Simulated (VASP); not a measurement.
Write the native input for VASP 6.6.1 that does the following.

| Item | Value |
| --- | --- |
| Task | single point |
| Functional | r2SCAN |
| Potentials or basis | VASP PAW PBE potentials, release 64 (Hg, Te) |
| Cutoff | 520 eV |
| k mesh | 12 × 12 × 8 |
| Occupations | gaussian, width 0.15 eV |
| Spin | no spin polarisation |
| Dipole correction | no |
| Further INCAR settings | ALGO = Normal; EDIFF = 1e-07; NBANDS = 26 |

The system is HgTe.

```xyz
4
Lattice="2.9535 -3.3921 0.0000 2.9535 3.3921 0.0000 0.0000 0.0000 5.5620" Properties=species:S:1:pos:R:3 pbc="T T T"
Hg    2.9535    1.1972    4.1715
Hg    2.9535   -1.1972    1.3905
Te    2.9535   -1.8321    4.1715
Te    2.9535    1.8321    1.3905
```

This cell differs from its parent crystal: strain +0.000 along x and y, -0.050 along z.

These files were run (other wordings do the same):

POSCAR

```
HgTe
1.0
    2.9534868717     -3.3921426310      0.0000000000
    2.9534868717      3.3921426310      0.0000000000
    0.0000000000      0.0000000000      5.5619578730
Hg Te
2 2
Direct
    0.3235325388      0.6764674612      0.7500000000
    0.6764674612      0.3235325388      0.2500000000
    0.7700436581      0.2299563419      0.7500000000
    0.2299563419      0.7700436581      0.2500000000
```

INCAR.step1

```
PREC = Accurate
ENCUT = 520
ISMEAR = 0
SIGMA = 0.15
LREAL = F
LASPH = T
NELM = 80
NBANDS = 26
GGA = PE
ALGO = Normal
EDIFF = 1E-4
LWAVE = T
LCHARG = F
```

INCAR.step2

```
PREC = Accurate
ENCUT = 520
EDIFF = 1E-7
ISMEAR = 0
SIGMA = 0.15
LREAL = F
LASPH = T
NELM = 80
ALGO = Normal
ISIF = 2
LWAVE = F
LCHARG = F
METAGGA = R2SCAN
LMIXTAU = T
NBANDS = 26
ISTART = 1
```

KPOINTS

```
Automatic mesh
0
Gamma
  12 12 8
```

Potentials or basis: VASP PAW PBE potentials, release 64 (Hg, Te).

The run is started by

```bash
$ cat potpaw_PBE.64/Hg/POTCAR potpaw_PBE.64/Te/POTCAR > POTCAR
$ cp INCAR.step1 INCAR
$ mpirun -np 1 vasp_std > vasp.out
$ cp INCAR.step2 INCAR
$ mpirun -np 1 vasp_std > vasp.out
```

It gave:

```json
{
 "Pressure": "3.9 GPa",
 "Largest force": "0.299 eV/Å",
 "Band gap on the k mesh": "zero (bands 18 and 19 overlap by 2.45 eV)"
}
```

Caveat: the cell differs from its parent crystal (strain +0.000 along x and y, -0.050 along z); the cell stands under pressure; the PAW data sets were made with another functional, which shifts forces and pressure a little; spin-orbit coupling is left out, which moves the levels of the heavy elements.

Wall time 41 min on 1 thread of Oxide Virtual Turin-like Processor, on a shared host, peak memory 0.61 GiB.
